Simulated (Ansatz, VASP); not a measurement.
# One calculation of NaCl, two programs

```
CELL_PARAMETERS angstrom
3.45955 0.00000 0.00000
0.00000 3.45955 0.00000
0.00000 0.00000 3.45955
ATOMIC_POSITIONS crystal
Na 0.00000 0.00000 0.00000
Cl 0.50000 0.50000 0.50000
```

Alike in both runs: task single point; functional HSE06; k mesh 4 × 4 × 4; no spin polarisation.

|  | VASP | Ansatz |
| --- | --- | --- |
| version | VASP 6.6.1 | Ansatz 0.2.0 |
| potentials or method | VASP PAW PBE potentials, release 64 (Na_pv, Cl) | plane waves, PAW |
| plane-wave cutoff (eV) | 520 | 420 |
| occupations | gaussian, width 0.01 eV | fixed |
| valence electrons in the cell | 14 | 16 |

Ansatz gave:

| Item | Value |
| --- | --- |
| gap on the k mesh at the Fermi level (eV) | 5.43 |
| pressure (GPa) | 0.7 |

Task: What did VASP give for the same quantities?

Result: gap on the k mesh at the Fermi level (eV): 5.42; pressure (GPa): 0.7.

VASP's potentials hold 14 valence electrons a cell and Ansatz's 16, so a difference there can come from the potentials and not from the codes. Ansatz's warnings: stress exchange threshold loose, stress scf threshold loose.

The k mesh is coarse, so the values compare programs but aren't converged.
